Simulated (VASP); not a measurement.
# S (Pmmm) in VASP: notebook

Runs on S. Level: PBE. Tasks: single point, relaxation of cell and atoms.

Program: VASP 6.6.1. These are calculated values, not measurements. Logs are shortened: lines on timing, memory, paths and dates and some standing lists are left out, and cuts for length are marked.

## (1) The cell of the first run

The structure is orthorhombic, space group Pmmm (No. 47). The conventional cell has a = 2.342 Å, b = 2.393 Å, c = 4.480 Å, α = 90.00°, β = 90.00°, γ = 90.00°. S (site symmetry mmm) has 4 S at 2.34 to 2.39 Å within 3.1 Å.

## (2) Single point, PBE

INCAR

```
PREC = Accurate
ENCUT = 520
EDIFF = 1E-6
ISMEAR = 0
SIGMA = 0.1
LREAL = False
LASPH = True
NELM = 60
ALGO = Normal
ISIF = 2
LWAVE = False
LCHARG = False
GGA = PE
NBANDS = 9
```

KPOINTS

```
Automatic mesh
0
Gamma
  24 22 12
```

POSCAR

```
S
1.0
    2.3416637533      0.0000000000      0.0000000000
    0.0000000000      2.3925353774      0.0000000000
    0.0000000000      0.0000000000      4.4801053866
S
1
Direct
    0.5000000000      0.0000000000      0.0000000000
```

Potentials or basis: VASP PAW PBE potentials, release 64 (S).

Started as:

```bash
cat potpaw_PBE.64/S/POTCAR > POTCAR
mpirun -np 1 vasp_std > vasp.out
```

OUTCAR:

```text
PREC = Accurate
   ENCUT = 520
   EDIFF = 1E-6
   ISMEAR = 0
   LREAL = False
   LASPH = True
   NELM = 60
   ISIF = 2
   GGA = PE

 ion  position               nearest neighbor table
   1  0.500  0.000  0.000-

  LATTYP: Found a simple orthorhombic cell.
 ALAT       =     2.3416637533
 B/A-ratio  =     1.0217245640
 C/A-ratio  =     1.9132146451

  Lattice vectors:

 A1 = (   2.3416637533,   0.0000000000,   0.0000000000)
 A2 = (   0.0000000000,   2.3925353774,   0.0000000000)
 A3 = (   0.0000000000,   0.0000000000,   4.4801053866)

Analysis of symmetry for initial positions (statically):
=====================================================================
 Subroutine PRICEL returns:
 Original cell was already a primitive cell.

 Routine SETGRP: Setting up the symmetry group for a
 simple orthorhombic supercell.

 Subroutine GETGRP returns: Found  8 space group operations
 (whereof  8 operations were pure point group operations)
 out of a pool of  8 trial point group operations.

The static configuration has the point symmetry D_2h.

Analysis of symmetry for dynamics (positions and initial velocities):
=====================================================================
 Subroutine PRICEL returns:
 Original cell was already a primitive cell.

 Routine SETGRP: Setting up the symmetry group for a
 simple orthorhombic supercell.

 Subroutine GETGRP returns: Found  8 space group operations
 (whereof  8 operations were pure point group operations)
 out of a pool of  8 trial point group operations.

The dynamic configuration has the point symmetry D_2h.

 Subroutine INISYM returns: Found  8 space group operations
 (whereof  8 operations are pure point group operations),
 and found     1 'primitive' translations

----------------------------------------------------------------------------------------

                                     Primitive cell

  volume of cell :      25.0999

  direct lattice vectors                    reciprocal lattice vectors
     2.341663753  0.000000000  0.000000000     0.427046795  0.000000000  0.000000000
     0.000000000  2.392535377  0.000000000     0.000000000  0.417966651  0.000000000
     0.000000000  0.000000000  4.480105387     0.000000000  0.000000000  0.223209035

  length of vectors
     2.341663753  2.392535377  4.480105387     0.427046795  0.417966651  0.223209035

  position of ions in fractional coordinates (direct lattice)
     0.500000000  0.000000000  0.000000000

  ion indices of the primitive-cell ions
   primitive index   ion index
                 1           1

----------------------------------------------------------------------------------------

 KPOINTS: Automatic mesh

Automatic generation of k-mesh.
 Grid dimensions read from file:
 generate k-points for:   24   22   12

 Generating k-lattice:

  Cartesian coordinates                     Fractional coordinates (reciprocal lattice)
     0.017793616  0.000000000  0.000000000     0.041666667  0.000000000  0.000000000
     0.000000000  0.018998484  0.000000000     0.000000000  0.045454545  0.000000000
     0.000000000  0.000000000  0.018600753     0.000000000  0.000000000  0.083333333

  Length of vectors
     0.017793616  0.018998484  0.018600753

  Shift w.r.t. Gamma in fractional coordinates (k-lattice)
     0.000000000  0.000000000  0.000000000

 Subroutine IBZKPT returns following result:
 ===========================================

 Found   1092 irreducible k-points:

 Following reciprocal coordinates:
            Coordinates               Weight
  0.000000  0.000000  0.000000      1.000000
  0.041667  0.000000  0.000000      2.000000
  0.083333  0.000000  0.000000      2.000000
  0.125000  0.000000  0.000000      2.000000
  0.166667  0.000000  0.000000      2.000000
  0.208333  0.000000  0.000000      2.000000
[... 16 lines left out ...]
  0.375000  0.045455  0.000000      4.000000
  0.416667  0.045455  0.000000      4.000000
 [... further k-points ...]
   k-points           NKPTS =   1092   k-points in BZ     NKDIM =   1092   number of bands    NBANDS=      9
   number of dos      NEDOS =    301   number of ions     NIONS =      1
   total plane-waves  NPLWV =  11664
   dimension x,y,z NGX =    18 NGY =   18 NGZ =   36
   dimension x,y,z NGXF=    36 NGYF=   36 NGZF=   72
   ions per type =               1
   NGX,Y,Z   is equivalent  to a cutoff of  12.78, 12.51, 13.36 a.u.
   NGXF,Y,Z  is equivalent  to a cutoff of  25.56, 25.01, 26.72 a.u.
 SYSTEM =  unknown system
   PREC   = accura    normal or accurate (medium, high low for compatibility)
   ISTART =      0    job   : 0-new  1-cont  2-samecut
   ICHARG =      2    charge: 1-file 2-atom 10-const
   ISPIN  =      1    spin polarized calculation?
   LNONCOLLINEAR =      F non collinear calculations
   LSORBIT =      F    spin-orbit coupling
   LASPH  =      T    aspherical Exc in radial PAW
   ENCUT  =  520.0 eV  38.22 Ry    6.18 a.u.   4.35  4.45  8.33*2*pi/ulx,y,z
   NELM   =     60;   NELMIN=  2; NELMDL= -5     # of ELM steps
   EDIFF  = 0.1E-05   stopping-criterion for ELM
   LREAL  =      F    real-space projection
   EDIFFG = 0.1E-04   stopping-criterion for IOM
   NSW    =      0    number of steps for IOM
   IBRION =     -1    ionic relax: 0-MD 1-quasi-New 2-CG
   NFREE  =      0    steps in history (QN), initial steepest desc. (CG)
   ISIF   =      2    stress and relaxation
   ISYM   =      2    0-nonsym 1-usesym 2-fastsym
   POTIM  = 0.5000    time-step for ionic-motion
   TEBEG  =    0.0;   TEEND  =   0.0 temperature during run
   PSTRESS=    0.0 pullay stress
   NELECT =       6.0000    total number of electrons
   NUPDOWN=      -1.0000    fix difference up-down
   EMIN   =  10.00;   EMAX   =-10.00  energy-range for DOS
   EFERMI =   0.00;   METHOD = LEGACY
   ISMEAR =     0;   SIGMA  =   0.10  broadening in eV -4-tet -1-fermi 0-gaus
   EFERMI_NEDOS =   21; number of points for ismear=-14 and -15
   IALGO  =     38    algorithm
   IMIX   =      4    mixing-type and parameters
     AMIX     =   0.40;   BMIX     =  1.00
     AMIX_MAG =   1.60;   BMIX_MAG =  1.00
  volume/ion in A,a.u.               =      25.10       169.38
  Fermi-wavevector in a.u.,A,eV,Ry     =   1.016018  1.919996 14.045202  1.032293
  Thomas-Fermi vector in A             =   2.149338
   LORBIT       =      0    0 simple, 1 ext, 2 COOP (PROOUT), +10 PAW based schemes
   GGA     = PE    functional components
   LHFCALC =     F    Hartree Fock is set to
   AEXX    =    0.0000 exact exchange contribution
   IVDW    =     0    specifies the selected vdW correction
   LEPSILON=     F    determine dielectric tensor
   LRPA    =     F    only Hartree local field effects (RPA)
 non-spin polarized calculation
 Gauss-broadening in eV      SIGMA  =   0.10
  energy-cutoff  :      520.00
  volume of cell :       25.10
 maximum number of plane-waves:       695
 NGX is ok and might be reduce to    18
   NGX =  9   NGY =  9   NGZ = 17

 number of electron       6.0000001 magnetization

 Free energy of the ion-electron system (eV)
  ---------------------------------------------------
  ext. energy  EPLUGINS =         0.00000000
  ---------------------------------------------------
  free energy    TOTEN  =        -3.64457065 eV

  energy without entropy =       -3.64203645  energy(sigma->0) =       -3.64330355

 E-fermi :   2.5079     XC(G=0):  -8.1823

 val. band max:        2.5071644331   @ k =   0.5000   0.2727   0.5000
 cond. band min:       2.5105422674   @ k =   0.2917   0.2273   0.3333
 fundamental gap:      0.0033778343
 Fermi energy:         2.5079282225

 k-point     1 :       0.0000    0.0000    0.0000
  band No.  band energies     occupation
      1     -14.0434      2.00000
      2      -1.9027      2.00000
      3       6.1828      0.00000
      4       6.7441      0.00000
      5       7.5674      0.00000
      6      11.4008      0.00000
      7      16.2237      0.00000
      8      20.2062      0.00000
      9      22.0301      0.00000

 k-point     2 :       0.0417    0.0000    0.0000
  band No.  band energies     occupation
      1     -14.0019      2.00000
      2      -1.8654      2.00000
      3       6.2202      0.00000
      4       6.7735      0.00000
      5       7.0380      0.00000
      6      11.7977      0.00000
      7      16.4343      0.00000
      8      20.0067      0.00000
      9      22.0652      0.00000

 k-point     3 :       0.0833    0.0000    0.0000
  band No.  band energies     occupation
      1     -13.8775      2.00000
      2      -1.7538      2.00000
      3       5.8021      0.00000
      4       6.4102      0.00000
      5       6.8611      0.00000
      6      12.5448      0.00000
      7      17.0714      0.00000
      8      19.3135      0.00000
      9      22.1688      0.00000

 k-point     4 :       0.1250    0.0000    0.0000
  band No.  band energies     occupation
      1     -13.6710      2.00000
      2      -1.5695      2.00000
      3       4.4289      0.00000
      4       6.6192      0.00000
      5       7.0047      0.00000
      6      13.2266      0.00000
      7      18.0854      0.00000
      8      18.1596      0.00000
      9      22.2022      0.00000
[... 205 lines left out ...]
 k-point    22 :       0.3333    0.0455    0.0000
  band No.  band energies     occupation
      1     -11.4639      2.00000
      2      -2.3679      2.00000
      3       0.2947      2.00000
      4       7.9084      0.00000
      5       9.1885      0.00000
      6      11.5498      0.00000
      7      15.8578      0.00000
      8      18.7728      0.00000
      9      20.1769      0.00000

 k-point    23 :       0.3750    0.0455    0.0000
  band No.  band energies     occupation
      1     -10.8667      2.00000
      2      -3.4965      2.00000
      3       0.7425      2.00000
      4       8.2208      0.00000
      5       9.9428      0.00000
      6      10.5271      0.00000
      7      15.7292      0.00000
      8      18.0588      0.00000
      9      19.3450      0.00000

 k-point    24 :       0.4167    0.0455    0.0000
  band No.  band energies     occupation
      1     -10.2810      2.00000
      2      -4.4641      2.00000
      3       1.1412      2.00000
      4       8.4848      0.00000
      5       9.7144      0.00000
      6      10.7613      0.00000
      7      15.0381      0.00000
      8      17.9156      0.00000
      9      18.7053      0.00000

 [... further k-points ...]
[... 5 lines left out ...]
  --------------------------------------------------------------------------------------
  -------------------------------------------------------------------------------------
  Total       -0.0403467     -0.0346546     -0.0061442      0.0000000      0.0000000      0.0000000
  in kB       -2.5754138     -2.2120791     -0.3921962      0.0000000      0.0000000      0.0000000
  external PRESSURE =      -1.7265630 kB  Pullay stress =       0.0000000 kB

 VOLUME and BASIS-vectors are now :
 -----------------------------------------------------------------------------
  energy-cutoff  :      520.00
  volume of cell :       25.10
      direct lattice vectors                 reciprocal lattice vectors
     2.341663753  0.000000000  0.000000000     0.427046795  0.000000000  0.000000000
     0.000000000  2.392535377  0.000000000     0.000000000  0.417966651  0.000000000
     0.000000000  0.000000000  4.480105387     0.000000000  0.000000000  0.223209035

 POSITION                                       TOTAL-FORCE (eV/Angst)
 -----------------------------------------------------------------------------------
      1.17083      0.00000      0.00000         0.000000      0.000000      0.000000
 -----------------------------------------------------------------------------------
    total drift:                               -0.000000     -0.000000      0.000000

  FREE ENERGIE OF THE ION-ELECTRON SYSTEM (eV)
  ---------------------------------------------------
  free  energy   TOTEN  =        -3.6445706481 eV

  energy  without entropy=       -3.6420364482  energy(sigma->0) =       -3.64330355
```

Run time: 4.7 min. Hardware: 1 thread of Oxide Virtual Turin-like, shared host; peak memory 0.27 GiB.

Results:

```yaml
Free_energy: -3.6446 eV
Pressure: -0.2 GPa
Band_gap_on_the_k_mesh: zero (band 3 reaches 6.79 eV, above the bottom of band 4 at 1.13 eV)
```

Stress tensor (GPa, compression positive):
```
-0.26  0.00  0.00
 0.00 -0.22  0.00
 0.00  0.00 -0.04
```

Levels at points of the mesh, in eV from the Fermi level:
```
           k point  band 1  band 2  band 3  band 4  band 5  band 6  band 7
(0.00, 0.00, 0.00)  -16.55   -4.41    3.67    4.24    5.06    8.89   13.72
(0.50, 0.00, 0.00)  -12.16   -7.99   -1.01    6.44    6.62    9.47   11.06
(0.00, 0.50, 0.00)  -12.63   -7.86   -1.32    6.40    7.13    9.12   10.86
(0.50, 0.50, 0.00)   -7.81   -5.19   -4.70    1.66    3.68   10.11   10.44
(0.00, 0.00, 0.50)  -16.51   -5.05    4.25    5.07    8.08    8.91    9.06
(0.50, 0.00, 0.50)  -12.13   -7.96   -1.39    5.20    6.62   12.75   13.91
(0.00, 0.50, 0.50)  -12.60   -7.82   -1.70    5.10    7.14   12.51   13.65
(0.50, 0.50, 0.50)   -7.78   -5.17   -4.68    1.44    3.77    9.35    9.63
```

## (3) Single point, PBE

INCAR

```
SYSTEM = S
  PREC = Accurate
  ENCUT = 520
  EDIFF = 1E-6
  ISMEAR = 0
  SIGMA = 0.1
  LREAL = .FALSE.
  LASPH = .TRUE.
  NELM = 60
  ALGO = Normal
  ISIF = 2
  LWAVE = .FALSE.
  LCHARG = .FALSE.
  GGA = PE
  NBANDS = 9
```

KPOINTS

```
regular mesh
0
G
  24 22 14
  0 0 0
```

POSCAR is that of step 2.

Potentials or basis: VASP PAW PBE potentials, release 64 (S).

Started as:

```bash
cat potpaw_PBE.64/S/POTCAR > POTCAR
mpirun -np 1 vasp_std > vasp.out
```

It took 5.2 min on 1 thread of Oxide Virtual Turin-like, shared host; peak memory 0.29 GiB.

Results (log left out):

```
Free energy            : -3.6446 eV
Pressure               : -0.2 GPa
Band gap on the k mesh : zero (band 3 reaches 6.79 eV, above the bottom of band 4 at 1.13 eV)
```

Stress tensor (GPa, compression positive):
```
-0.26  0.00  0.00
 0.00 -0.22  0.00
 0.00  0.00 -0.04
```

Levels at points of the mesh, in eV from the Fermi level:
```tsv
k point	band 1	band 2	band 3	band 4	band 5	band 6	band 7	band 8
(0.00, 0.00, 0.00)	-16.55	-4.41	3.67	4.24	5.06	8.89	13.72	17.70
(0.50, 0.00, 0.00)	-12.16	-7.99	-1.01	6.44	6.62	9.47	11.06	15.21
(0.00, 0.50, 0.00)	-12.63	-7.86	-1.32	6.40	7.13	9.12	10.86	15.29
(0.50, 0.50, 0.00)	-7.81	-5.19	-4.70	1.66	3.68	10.11	10.44	15.20
(0.00, 0.00, 0.50)	-16.51	-5.05	4.25	5.07	8.08	8.91	9.06	15.06
(0.50, 0.00, 0.50)	-12.13	-7.96	-1.39	5.20	6.62	12.75	13.91	16.33
(0.00, 0.50, 0.50)	-12.60	-7.82	-1.70	5.10	7.14	12.51	13.65	16.65
(0.50, 0.50, 0.50)	-7.78	-5.17	-4.68	1.44	3.77	9.35	9.63	14.48
```

## (4) Relaxation of cell and atoms, PBE

INCAR

```
SYSTEM = S
PREC = Accurate ; ENCUT = 600
EDIFF = 1E-7 ; ISMEAR = 0
SIGMA = 0.1 ; LREAL = .False.
LASPH = .True. ; NELM = 80
ALGO = Normal ; ISIF = 3
LWAVE = .False. ; LCHARG = .False.
GGA = PE ; IBRION = 2
NSW = 100 ; EDIFFG = -0.01
```

KPOINTS

```
regular mesh
0
Gamma
  24 22 12
  0 0 0
```

POSCAR is that of step 3.

Started as:

```bash
cat potpaw_PBE.64/S/POTCAR > POTCAR
mpirun -np 1 vasp_std > vasp.out
```

Run time: 6.8 min. Hardware: 1 thread of Oxide Virtual Turin-like, shared host; peak memory 0.28 GiB.

It converged, with:

| Item | Value |
| --- | --- |
| Free energy | -3.6447 eV |
| Relaxed volume | 25.05 Å³/atom |
| Relaxed cell | a = 2.339 Å, b = 2.390 Å, c = 4.480 Å, α = 90.00°, β = 90.00°, γ = 90.00° |
| Space group after relaxing (to 0.05 Å) | Pmmm (No. 47) |
| Energy gained by relaxing | 0.0 meV/atom |
| Ionic steps | 3 |
| Pressure after relaxing | 0.0 GPa |
| Band gap on the k mesh | zero (band 3 reaches 6.82 eV, above the bottom of band 4 at 1.14 eV) |

Final structure:
```cif
data_structure
_symmetry_space_group_name_H-M 'P 1'
_symmetry_Int_Tables_number 1
_cell_length_a 2.3392
_cell_length_b 2.3905
_cell_length_c 4.4799
_cell_angle_alpha 90.000
_cell_angle_beta 90.000
_cell_angle_gamma 90.000
_cell_volume 25.05
loop_
_atom_site_label
_atom_site_type_symbol
_atom_site_fract_x
_atom_site_fract_y
_atom_site_fract_z
_atom_site_occupancy
S1 S 0.50000 0.00000 0.00000 1
```

Levels at points of the mesh, in eV from the Fermi level:
```csv
k point,band 1,band 2,band 3,band 4,band 5,band 6,band 7
"(0.00, 0.00, 0.00)",-16.58,-4.43,3.66,4.25,5.08,8.88,13.73
"(0.50, 0.00, 0.00)",-12.17,-8.02,-1.02,6.42,6.64,9.47,11.06
"(0.00, 0.50, 0.00)",-12.64,-7.89,-1.33,6.38,7.16,9.11,10.86
"(0.50, 0.50, 0.00)",-7.80,-5.21,-4.71,1.67,3.66,10.10,10.43
"(0.00, 0.00, 0.50)",-16.54,-5.07,4.26,5.09,8.07,8.90,9.04
"(0.50, 0.00, 0.50)",-12.14,-7.98,-1.40,5.18,6.64,12.74,13.91
"(0.00, 0.50, 0.50)",-12.61,-7.85,-1.71,5.09,7.17,12.50,13.65
"(0.50, 0.50, 0.50)",-7.77,-5.19,-4.69,1.44,3.75,9.34,9.63
```

## (5) Overview

```tsv
task	cell	k mesh	cutoff (eV)	gap on the mesh (eV)	pressure (GPa)
single point	a = 2.342, b = 2.393, c = 4.480 Å, 1 atom	24 × 22 × 12	520	none	-0.2
single point	a = 2.342, b = 2.393, c = 4.480 Å, 1 atom	24 × 22 × 14	520	none	-0.2
relaxation of cell and atoms	relaxed from a = 2.342, b = 2.393, c = 4.480 Å, 1 atom	24 × 22 × 12	600	none	0.0
```

Alike in all rows: level PBE; potentials or basis VASP PAW PBE potentials, release 64 (S); no spin polarisation; smearing gaussian 0.1 eV.

Total energies depend on the potentials used, so only differences within one code and one set of settings carry meaning.
